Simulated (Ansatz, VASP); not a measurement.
# NaI in VASP and in Ansatz

POSCAR

```
NaI
1.0
    0.0000000000      3.2296282834      3.2296282834
    3.2296282834      0.0000000000      3.2296282834
    3.2296282834      3.2296282834      0.0000000000
Na I
1 1
Direct
    0.0000000000      0.0000000000      0.0000000000
    0.5000000000      0.5000000000      0.5000000000
```

INCAR.step1

```
SYSTEM = NaI
  ALGO = Normal
  EDIFF = 1E-5
  ENCUT = 520
  GGA = PE
  ISIF = 2
  ISMEAR = 0
  LASPH = .True.
  LCHARG = .False.
  LREAL = .False.
  LWAVE = .True.
  NBANDS = 14
  NELM = 100
  PREC = Accurate
  SIGMA = 0.01
```

INCAR.step2

```
SYSTEM = NaI
  AEXX = 1.0
  AGGAC = 1.0
  ALDAC = 1.0
  ALGO = Normal
  EDIFF = 1E-7
  ENCUT = 520
  GGA = PE
  HFSCREEN = 0.2078
  ISIF = 2
  ISMEAR = 0
  ISTART = 1
  LASPH = .True.
  LCHARG = .False.
  LHFCALC = .True.
  LREAL = .False.
  LWAVE = .False.
  NBANDS = 14
  NELM = 100
  PREC = Accurate
  PRECFOCK = Normal
  SIGMA = 0.01
```

The input KPOINTS:

```
k-points
0
Gamma
  4 4 4
  0 0 0
```

Input for Ansatz:

```yaml
crystal:
  lattice:
    - [0.0, 3.2296282834, 3.2296282834]
    - [3.2296282834, 0.0, 3.2296282834]
    - [3.2296282834, 3.2296282834, 0.0]
  atoms:
    - { symbol: Na, position: [0.0, 0.0, 0.0] }
    - { symbol: I, position: [0.5, 0.5, 0.5] }
kpoints:
  mp_grid: { grid: [4, 4, 4] }
hamiltonian:
  xc:
    exchange: pbe
    correlation: pbe
    exx: { coeff: 1.0, omega: 0.2078 }
scf:
  occupations: { method: fixed }
  n_extra_bands: 4
output:
  forces: true
  stress: true
  eigenvalues: true
```

Alike in both runs: task single point; functional PBE-based screened hybrid with a share of 1.0 of exact exchange and HFSCREEN = 0.2078; k mesh 4 × 4 × 4; no spin polarisation.

```csv
,VASP,Ansatz
version,VASP 6.6.1,Ansatz 0.2.0
potentials or method,"VASP PAW PBE potentials, release 64 (Na_pv, I)",plane waves
plane-wave cutoff (eV),520,420
occupations,"gaussian, width 0.01 eV",fixed
valence electrons in the cell,14,26
```

```tsv
	VASP	Ansatz	Ansatz less VASP
gap on the k mesh at the Fermi level (eV)	7.98	8.02	+0.038
pressure (GPa)	-0.6	-0.6	+0.03
```

VASP's potentials were made for PBE, not for PBE-based screened hybrid. VASP's potentials hold 14 valence electrons a cell and Ansatz's 26, so a difference there can come from the potentials and not from the codes. Ansatz's warnings: stress exchange threshold loose, stress scf threshold loose.

The k mesh is coarse, so the values compare programs but aren't converged. Neither program's run includes spin-orbit coupling.
